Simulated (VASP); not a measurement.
# Al (Im-3m) in VASP: further runs

Al is run at these levels: PBEsol; tasks: single point.

All numbers are computed with VASP 6.6.1; they aren't measurements. Logs are shortened: lines on timing, memory, paths and dates and some standing lists are left out, and cuts for length are marked.

## (1) The cell of the first run

The structure is cubic, space group Im-3m (No. 229). Conventional cell: a = 3.113 Å, b = 3.113 Å, c = 3.113 Å, α = 90.00°, β = 90.00°, γ = 90.00°. Within 3.6 Å of Al (site symmetry m-3m) lie 14 Al at 2.70 to 3.11 Å.

## (2) Single point, PBEsol (volume scaled by 0.91)

INCAR

```
SYSTEM = Al
PREC = Accurate ; ENCUT = 520
EDIFF = 1E-6 ; ISMEAR = 0
SIGMA = 0.1 ; LREAL = .FALSE.
LASPH = .TRUE. ; NELM = 80
ALGO = Normal ; ISIF = 2
LWAVE = .FALSE. ; LCHARG = .TRUE.
GGA = PS ; LELF = .TRUE.
LVHAR = .TRUE. ; NBANDS = 8
```

KPOINTS

```
regular mesh
0
G
  18 18 18
  0 0 0
```

POSCAR

```
Al
1.0
   -1.5567231036      1.5567231036      1.5567231036
    1.5567231036     -1.5567231036      1.5567231036
    1.5567231036      1.5567231036     -1.5567231036
Al
1
Direct
    0.0000000000      0.0000000000      0.0000000000
```

Potentials or basis: VASP PAW PBE potentials, release 64 (Al).

The run is started by

```console
$ cat potpaw_PBE.64/Al/POTCAR > POTCAR
$ mpirun -np 1 vasp_std > vasp.out
```

OUTCAR:

```text
SYSTEM = Al
   PREC = Accurate
   ENCUT = 520
   EDIFF = 1E-6
   ISMEAR = 0
   LREAL = .FALSE.
   LASPH = .TRUE.
   NELM = 80
   ISIF = 2
   GGA = PS

 ion  position               nearest neighbor table
   1  0.000  0.000  0.000-

  LATTYP: Found a body centered cubic cell.
 ALAT       =     3.1134462072

  Lattice vectors:

 A1 = (  -1.5567231036,   1.5567231036,   1.5567231036)
 A2 = (   1.5567231036,  -1.5567231036,   1.5567231036)
 A3 = (   1.5567231036,   1.5567231036,  -1.5567231036)

Analysis of symmetry for initial positions (statically):
=====================================================================
 Subroutine PRICEL returns:
 Original cell was already a primitive cell.

 Routine SETGRP: Setting up the symmetry group for a
 body centered cubic supercell.

 Subroutine GETGRP returns: Found 48 space group operations
 (whereof 48 operations were pure point group operations)
 out of a pool of 48 trial point group operations.

The static configuration has the point symmetry O_h .

Analysis of symmetry for dynamics (positions and initial velocities):
=====================================================================
 Subroutine PRICEL returns:
 Original cell was already a primitive cell.

 Routine SETGRP: Setting up the symmetry group for a
 body centered cubic supercell.

 Subroutine GETGRP returns: Found 48 space group operations
 (whereof 48 operations were pure point group operations)
 out of a pool of 48 trial point group operations.

The dynamic configuration has the point symmetry O_h .

 Subroutine INISYM returns: Found 48 space group operations
 (whereof 48 operations are pure point group operations),
 and found     1 'primitive' translations

----------------------------------------------------------------------------------------

                                     Primitive cell

  volume of cell :      15.0902

  direct lattice vectors                    reciprocal lattice vectors
    -1.556723104  1.556723104  1.556723104     0.000000000  0.321187499  0.321187499
     1.556723104 -1.556723104  1.556723104     0.321187499  0.000000000  0.321187499
     1.556723104  1.556723104 -1.556723104     0.321187499  0.321187499  0.000000000

  length of vectors
     2.696323509  2.696323509  2.696323509     0.454227717  0.454227717  0.454227717

  position of ions in fractional coordinates (direct lattice)
     0.000000000  0.000000000  0.000000000

  ion indices of the primitive-cell ions
   primitive index   ion index
                 1           1

----------------------------------------------------------------------------------------

 KPOINTS: regular mesh

Automatic generation of k-mesh.
 Grid dimensions read from file:
 generate k-points for:   18   18   18

 Generating k-lattice:

  Cartesian coordinates                     Fractional coordinates (reciprocal lattice)
     0.000000000  0.017843750  0.017843750     0.055555556  0.000000000  0.000000000
     0.017843750  0.000000000  0.017843750     0.000000000  0.055555556  0.000000000
     0.017843750  0.017843750  0.000000000     0.000000000  0.000000000  0.055555556

  Length of vectors
     0.025234873  0.025234873  0.025234873

  Shift w.r.t. Gamma in fractional coordinates (k-lattice)
     0.000000000  0.000000000  0.000000000

 Subroutine IBZKPT returns following result:
 ===========================================

 Found    195 irreducible k-points:

 Following reciprocal coordinates:
            Coordinates               Weight
  0.000000  0.000000  0.000000      1.000000
  0.055556  0.000000  0.000000     12.000000
  0.111111  0.000000  0.000000     12.000000
  0.166667  0.000000  0.000000     12.000000
  0.222222  0.000000  0.000000     12.000000
  0.277778  0.000000  0.000000     12.000000
[... 16 lines left out ...]
  0.333333  0.111111  0.000000     48.000000
  0.388889  0.111111  0.000000     48.000000
 [... further k-points ...]
   k-points           NKPTS =    195   k-points in BZ     NKDIM =    195   number of bands    NBANDS=      8
   number of dos      NEDOS =    301   number of ions     NIONS =      1
   total plane-waves  NPLWV =   8000
   dimension x,y,z NGX =    20 NGY =   20 NGZ =   20
   dimension x,y,z NGXF=    40 NGYF=   40 NGZF=   40
   ions per type =               1
   NGX,Y,Z   is equivalent  to a cutoff of  12.33, 12.33, 12.33 a.u.
   NGXF,Y,Z  is equivalent  to a cutoff of  24.66, 24.66, 24.66 a.u.
 SYSTEM =  Al
   PREC   = accura    normal or accurate (medium, high low for compatibility)
   ISTART =      0    job   : 0-new  1-cont  2-samecut
   ICHARG =      2    charge: 1-file 2-atom 10-const
   ISPIN  =      1    spin polarized calculation?
   LNONCOLLINEAR =      F non collinear calculations
   LSORBIT =      F    spin-orbit coupling
   LASPH  =      T    aspherical Exc in radial PAW
   ENCUT  =  520.0 eV  38.22 Ry    6.18 a.u.   5.01  5.01  5.01*2*pi/ulx,y,z
   NELM   =     80;   NELMIN=  2; NELMDL= -5     # of ELM steps
   EDIFF  = 0.1E-05   stopping-criterion for ELM
   LREAL  =      F    real-space projection
   EDIFFG = 0.1E-04   stopping-criterion for IOM
   NSW    =      0    number of steps for IOM
   IBRION =     -1    ionic relax: 0-MD 1-quasi-New 2-CG
   NFREE  =      0    steps in history (QN), initial steepest desc. (CG)
   ISIF   =      2    stress and relaxation
   ISYM   =      2    0-nonsym 1-usesym 2-fastsym
   POTIM  = 0.5000    time-step for ionic-motion
   TEBEG  =    0.0;   TEEND  =   0.0 temperature during run
   PSTRESS=    0.0 pullay stress
   NELECT =       3.0000    total number of electrons
   NUPDOWN=      -1.0000    fix difference up-down
   EMIN   =  10.00;   EMAX   =-10.00  energy-range for DOS
   EFERMI =   0.00;   METHOD = LEGACY
   ISMEAR =     0;   SIGMA  =   0.10  broadening in eV -4-tet -1-fermi 0-gaus
   EFERMI_NEDOS =   21; number of points for ismear=-14 and -15
   IALGO  =     38    algorithm
   IMIX   =      4    mixing-type and parameters
     AMIX     =   0.40;   BMIX     =  1.00
     AMIX_MAG =   1.60;   BMIX_MAG =  1.00
  volume/ion in A,a.u.               =      15.09       101.83
  Fermi-wavevector in a.u.,A,eV,Ry     =   0.955470  1.805577 12.421080  0.912924
  Thomas-Fermi vector in A             =   2.084311
   LORBIT       =      0    0 simple, 1 ext, 2 COOP (PROOUT), +10 PAW based schemes
   GGA     = PS    functional components
   LHFCALC =     F    Hartree Fock is set to
   AEXX    =    0.0000 exact exchange contribution
   IVDW    =     0    specifies the selected vdW correction
   LEPSILON=     F    determine dielectric tensor
   LRPA    =     F    only Hartree local field effects (RPA)
 non-spin polarized calculation
 Gauss-broadening in eV      SIGMA  =   0.10
  energy-cutoff  :      520.00
  volume of cell :       15.09
 maximum number of plane-waves:       420
   NGX =  9   NGY =  9   NGZ =  9

 number of electron       3.0000000 magnetization

 Free energy of the ion-electron system (eV)
  ---------------------------------------------------
  ext. energy  EPLUGINS =         0.00000000
  ---------------------------------------------------
  free energy    TOTEN  =        -3.95916640 eV

  energy without entropy =       -3.95682357  energy(sigma->0) =       -3.95799498

 E-fermi :   8.9507     XC(G=0): -10.5913

 val. band max:        8.9468425566   @ k =  -0.3333   0.5000   0.1667
 cond. band min:       8.9879573846   @ k =  -0.3333  -0.4444   0.1111
 fundamental gap:      0.0411148279
 Fermi energy:         8.9506824905

 k-point     1 :       0.0000    0.0000    0.0000
  band No.  band energies     occupation
      1      -2.8445      2.00000
      2      22.7107      0.00000
      3      22.7107      0.00000
      4      22.7107      0.00000
      5      24.9589      0.00000
      6      24.9589      0.00000
      7      24.9589      0.00000
      8      25.9112      0.00000

 k-point     2 :       0.0556    0.0000    0.0000
  band No.  band energies     occupation
      1      -2.7504      2.00000
      2      21.6267      0.00000
      3      22.1549      0.00000
      4      22.3118      0.00000
      5      24.3678      0.00000
      6      25.0560      0.00000
      7      25.3284      0.00000
      8      25.6705      0.00000

 k-point     3 :       0.1111    0.0000    0.0000
  band No.  band energies     occupation
      1      -2.4681      2.00000
      2      19.4162      0.00000
      3      21.2190      0.00000
      4      21.4353      0.00000
      5      23.3656      0.00000
      6      24.2741      0.00000
      7      25.8112      0.00000
      8      26.3890      0.00000

 k-point     4 :       0.1667    0.0000    0.0000
  band No.  band energies     occupation
      1      -1.9991      2.00000
      2      16.9909      0.00000
      3      20.3271      0.00000
      4      20.4654      0.00000
      5      22.3874      0.00000
      6      23.5621      0.00000
      7      26.4400      0.00000
      8      26.7648      0.00000

 k-point     5 :       0.2222    0.0000    0.0000
  band No.  band energies     occupation
      1      -1.3453      2.00000
      2      14.6019      0.00000
      3      19.5537      0.00000
      4      19.5653      0.00000
      5      21.5264      0.00000
      6      22.8987      0.00000
      7      27.1985      0.00000
      8      27.2629      0.00000

 k-point     6 :       0.2778    0.0000    0.0000
  band No.  band energies     occupation
      1      -0.5096      2.00000
      2      12.3202      0.00000
      3      18.7963      0.00000
      4      18.9162      0.00000
      5      20.8102      0.00000
      6      22.3012      0.00000
      7      27.8869      0.00000
      8      28.1032      0.00000

 k-point     7 :       0.3333    0.0000    0.0000
  band No.  band energies     occupation
      1       0.5041      2.00000
      2      10.1723      0.00000
      3      18.1844      0.00000
      4      18.4195      0.00000
      5      20.2489      0.00000
      6      21.8007      0.00000
      7      28.6257      0.00000
      8      29.1538      0.00000

 k-point     8 :       0.3889    0.0000    0.0000
  band No.  band energies     occupation
      1       1.6905      2.00000
      2       8.1726      2.00000
      3      17.7417      0.00000
      4      18.0648      0.00000
      5      19.8465      0.00000
      6      21.4243      0.00000
      7      29.4420      0.00000
      8      30.3256      0.00000

 k-point     9 :       0.4444    0.0000    0.0000
  band No.  band energies     occupation
      1       3.0366      2.00000
      2       6.3376      2.00000
      3      17.4742      0.00000
      4      17.8522      0.00000
      5      19.6046      0.00000
      6      21.1910      0.00000
      7      30.2191      0.00000
      8      31.5174      0.00000

 k-point    10 :       0.5000    0.0000    0.0000
  band No.  band energies     occupation
      1       4.2580      2.00000
      2       4.9532      2.00000
      3      17.3847      0.00000
      4      17.7813      0.00000
      5      19.5239      0.00000
      6      21.1120      0.00000
      7      30.6000      0.00000
      8      32.2051      0.00000
[... 78 lines left out ...]
 k-point    18 :       0.4444    0.0556   -0.0000
  band No.  band energies     occupation
      1       3.8136      2.00000
      2       5.5715      2.00000
      3      16.1529      0.00000
      4      17.7826      0.00000
      5      20.1033      0.00000
      6      22.0333      0.00000
      7      29.9880      0.00000
      8      31.6612      0.00000

 k-point    19 :       0.1111    0.1111    0.0000
  band No.  band energies     occupation
      1      -1.7185      2.00000
      2      16.9578      0.00000
      3      17.4759      0.00000
      4      20.1134      0.00000
      5      23.4462      0.00000
      6      23.8652      0.00000
      7      26.7529      0.00000
      8      26.8812      0.00000

 k-point    20 :       0.1667    0.1111    0.0000
  band No.  band energies     occupation
      1      -1.0662      2.00000
      2      14.7892      0.00000
      3      16.3877      0.00000
      4      19.3283      0.00000
      5      22.8643      0.00000
      6      24.0850      0.00000
      7      26.4687      0.00000
      8      28.2927      0.00000

 k-point    21 :       0.2222    0.1111   -0.0000
  band No.  band energies     occupation
      1      -0.2323      2.00000
      2      12.5460      0.00000
      3      15.6178      0.00000
      4      18.6524      0.00000
      5      22.2174      0.00000
      6      24.3124      0.00000
      7      26.3831      0.00000
      8      29.7056      0.00000

 k-point    22 :       0.2778    0.1111   -0.0000
  band No.  band energies     occupation
      1       0.7792      2.00000
      2      10.4161      0.00000
      3      15.0230      0.00000
      4      18.1141      0.00000
      5      21.6793      0.00000
      6      24.2765      0.00000
      7      26.8029      0.00000
      8      30.8595      0.00000

 k-point    23 :       0.3333    0.1111    0.0000
  band No.  band energies     occupation
      1       1.9628      2.00000
      2       8.4271      2.00000
      3      14.5975      0.00000
      4      17.7245      0.00000
      5      21.2829      0.00000
      6      24.1021      0.00000
      7      27.6071      0.00000
      8      31.5337      0.00000

 k-point    24 :       0.3889    0.1111    0.0000
  band No.  band energies     occupation
      1       3.3050      2.00000
      2       6.5999      2.00000
      3      14.3417      0.00000
      4      17.4891      0.00000
      5      21.0413      0.00000
      6      23.9544      0.00000
      7      28.5757      0.00000
      8      31.2401      0.00000

 [... further k-points ...]

------------------------ aborting loop because EDIFF is reached ----------------------------------------

  FORCE on cell =-STRESS in cart. coord.  units (eV):
  Direction    XX          YY          ZZ          XY          YZ          ZX
  --------------------------------------------------------------------------------------
  -------------------------------------------------------------------------------------
  Total        0.8017470      0.8017470      0.8017470      0.0000000      0.0000000     -0.0000000
  in kB       85.1243479     85.1243479     85.1243479      0.0000000      0.0000000     -0.0000000
  external PRESSURE =      85.1243479 kB  Pullay stress =       0.0000000 kB

 VOLUME and BASIS-vectors are now :
 -----------------------------------------------------------------------------
  energy-cutoff  :      520.00
  volume of cell :       15.09
      direct lattice vectors                 reciprocal lattice vectors
    -1.556723104  1.556723104  1.556723104     0.000000000  0.321187499  0.321187499
     1.556723104 -1.556723104  1.556723104     0.321187499  0.000000000  0.321187499
     1.556723104  1.556723104 -1.556723104     0.321187499  0.321187499  0.000000000

 POSITION                                       TOTAL-FORCE (eV/Angst)
 -----------------------------------------------------------------------------------
      0.00000      0.00000      0.00000        -0.000000      0.000000      0.000000
 -----------------------------------------------------------------------------------
    total drift:                                0.000000      0.000000     -0.000000

  FREE ENERGIE OF THE ION-ELECTRON SYSTEM (eV)
  ---------------------------------------------------
  free  energy   TOTEN  =        -3.9591663991 eV

  energy  without entropy=       -3.9568235700  energy(sigma->0) =       -3.95799498
```

Wall time 9.1 s (1 thread of Intel Xeon 6975P-C, shared host); peak memory 0.13 GiB.

Results:

```yaml
Free_energy: -3.9592 eV
Pressure: 8.5 GPa
```

Caveat: the PAW data sets were made with another functional, which shifts forces and pressure a little.

## (3) Single point, PBEsol (volume scaled by 0.94)

INCAR

```
PREC = Accurate ; ENCUT = 520
EDIFF = 1E-6 ; ISMEAR = 0
SIGMA = 0.1 ; LREAL = False
LASPH = True ; NELM = 80
ALGO = Normal ; ISIF = 2
LWAVE = False ; LCHARG = True
GGA = PS ; LELF = True
LVHAR = True ; NBANDS = 8
```

KPOINTS

```
regular mesh
0
Gamma
  18 18 18
```

POSCAR

```
Al
1.0
   -1.5736453327      1.5736453327      1.5736453327
    1.5736453327     -1.5736453327      1.5736453327
    1.5736453327      1.5736453327     -1.5736453327
Al
1
Direct
    0.0000000000      0.0000000000      0.0000000000
```

Potentials or basis: VASP PAW PBE potentials, release 64 (Al).

The run is started by

```console
$ cat potpaw_PBE.64/Al/POTCAR > POTCAR
$ mpirun -np 1 vasp_std > vasp.out
```

It took 7.5 s on 1 thread of Intel Xeon 6975P-C, shared host; peak memory 0.13 GiB.

Results (log left out):

| Item | Value |
| --- | --- |
| Free energy | -3.9804 eV |
| Pressure | 5.3 GPa |

Levels at points of the mesh, in eV from the Fermi level:
```csv
k point,band 1,band 2,band 3,band 4,band 5,band 6
"(0.00, 0.00, 0.00)",-11.55,13.56,13.56,13.56,15.51,15.51
"(0.50, 0.00, 0.00)",-4.56,-3.95,8.36,8.57,10.34,11.88
"(0.50, 0.50, 0.50)",1.94,1.94,1.94,2.86,2.86,6.26
```

Caveat: the PAW data sets were made with another functional, which shifts forces and pressure a little.
